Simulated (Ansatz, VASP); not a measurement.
## Two plane-wave programs on Cu

File INCAR:

```
PREC = Accurate
ENCUT = 520
EDIFF = 1E-6
ISMEAR = 0
SIGMA = 0.15
LREAL = F
LASPH = T
NELM = 60
ALGO = Fast
ISIF = 2
LWAVE = F
LCHARG = T
GGA = PS
LELF = T
LVHAR = T
NBANDS = 42
```

KPOINTS

```
regular mesh
0
Gamma
  20 20 4
```

POSCAR

```
Cu
1.0
   -1.4427933200     -1.4427933200     -1.3760814500
   -1.4427933200     -1.4427933200      1.3760814500
   -9.1377872129      8.1757326271      0.0000000000
Cu
6
Direct
    0.4861111117      0.4861111117      0.0833166667
   -0.1528055550     -0.1528055550      0.9166500000
    0.4305444450      0.4305444450      0.4166500000
   -0.0416722217     -0.0416722217      0.2499833333
    0.3749777783      0.3749777783      0.7499833333
   -0.0972388883     -0.0972388883      0.5833166667
```

Input for Ansatz:

```yaml
crystal:
  lattice:
    - [-1.44279332, -1.44279332, -1.37608145]
    - [-1.44279332, -1.44279332, 1.37608145]
    - [-9.1377872129, 8.1757326271, 0.0]
  atoms:
    - { symbol: Cu, position: [0.4861111117, 0.4861111117, 0.0833166667] }
    - { symbol: Cu, position: [-0.152805555, -0.152805555, 0.91665] }
    - { symbol: Cu, position: [0.430544445, 0.430544445, 0.41665] }
    - { symbol: Cu, position: [-0.0416722217, -0.0416722217, 0.2499833333] }
    - { symbol: Cu, position: [0.3749777783, 0.3749777783, 0.7499833333] }
    - { symbol: Cu, position: [-0.0972388883, -0.0972388883, 0.5833166667] }
basis:
  ecutwfc: 420
kpoints:
  mp_grid: { grid: [20, 20, 4] }
hamiltonian:
  xc: pbesol
scf:
  occupations: { method: gaussian, width: 0.15 }
output:
  forces: true
  stress: true
  eigenvalues: true
  write_density: true
  write_potential: true
  elf: true
  volumetric_format: npy
```

Alike in both runs: task single point; functional PBEsol; k mesh 20 × 20 × 4; occupations gaussian, width 0.15 eV; no spin polarisation.

|  | VASP | Ansatz |
| --- | --- | --- |
| version | VASP 6.6.1 | Ansatz 0.2.0 |
| potentials or method | VASP PAW PBE potentials, release 64 (Cu), cutoff 520 eV | scalar-relativistic, plane waves, PAW |
| valence electrons in the cell | 66 | 114 |

Ansatz gave:

| Quantity | Value |
| --- | --- |
| gap on the k mesh at the Fermi level (eV) | none |
| pressure (GPa) | -1.2 |
| traceless stress, the component that is largest in VASP (GPa) | 1.32 |
| rms of the force components (eV/Å) | 0.062 |

**Question.** Estimate VASP's values.

**Answer.** gap on the k mesh at the Fermi level (eV): none; pressure (GPa): -0.4; traceless stress, the component that is largest in VASP (GPa): 1.32; rms of the force components (eV/Å): 0.062.

VASP's potentials were made for PBE, not for PBEsol. Atom by atom the forces differ by 0.000 eV/Å (rms over components). A gap of «none» marks a metal or a gap that the smearing closes. With one functional, cell and mesh, what is left measures potentials, basis and numerics. VASP's potentials hold 66 valence electrons a cell and Ansatz's 114, so a difference there can come from the potentials and not from the codes.
